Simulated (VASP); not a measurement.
Runs of VASP 6.6.1 on FeO. The structure is trigonal, space group R-3m (No. 166). The conventional cell has a = 3.035 Å, b = 3.035 Å, c = 7.547 Å, α = 90.00°, β = 90.00°, γ = 120.00°. Within 2.9 Å of Fe (site symmetry -3m) lie 6 O at 2.16 Å. Within 2.9 Å of O (site symmetry -3m) lie 6 Fe at 2.16 Å. 

```csv
task,level,potentials or basis,spin,U,fixed moment (μB),k mesh,k mesh for the DOS,occupations for the DOS,gap on the mesh (eV),pressure (GPa),moment (μB)
single point,PBE,"VASP PAW PBE potentials, release 64 (Fe, O)","collinear, ferromagnetic start",-,3.0,9 × 9 × 9,-,-,-,-11.1,3.00
single point,LDA+U,"VASP PAW LDA potentials, release 64 (Fe, O)","collinear, ferromagnetic start",Fe d U = 3.0 eV,-,11 × 11 × 11,-,-,none,-15.9,4.00
density of states,LDA,"VASP PAW LDA potentials, release 64 (Fe, O)","collinear, ferromagnetic start",-,-,11 × 11 × 11,17 × 17 × 17,tetrahedron,-,-,3.99
single point,LDA+U,"VASP PAW LDA potentials, release 64 (Fe, O)","collinear, ferromagnetic start",Fe d U = 8.0 eV,-,11 × 11 × 11,-,-,none,-18.8,(a)
single point,PBE,"VASP PAW PBE potentials, release 64 (Fe, O)",off,-,-,11 × 11 × 11,-,-,none,-25.7,-
single point,PBE,"VASP PAW PBE potentials, release 64 (Fe, O)","collinear, ferromagnetic start",-,6.0,9 × 9 × 9,-,-,-,54.3,6.00
single point,PBE,"VASP PAW PBE potentials, release 64 (Fe, O)","collinear, ferromagnetic start",-,1.5,9 × 9 × 9,-,-,-,(c),1.50
single point,PBE,"VASP PAW PBE potentials, release 64 (Fe, O)","collinear, ferromagnetic start",-,-,11 × 11 × 11,-,-,none,(b),4.00
```

Alike in all rows: cell as given; cutoff (eV) 520; smearing fermi-dirac 0.05 eV.

Fill in the values left out.

(a) 4.01; (b) -0.6; (c) -21.5.

Caveats: a cell with one magnetic atom can't hold antiferromagnetic order, which such compounds often take (some runs); the total moment is fixed, so each spin has its own Fermi level (some runs); semilocal functionals often make such compounds metallic where correlation or magnetic order opens a gap, which also shifts bond lengths (some runs); tetrahedron occupations give inexact forces and stress in metals (some runs).

A gap of «none» marks levels without a gap at the run's occupations.
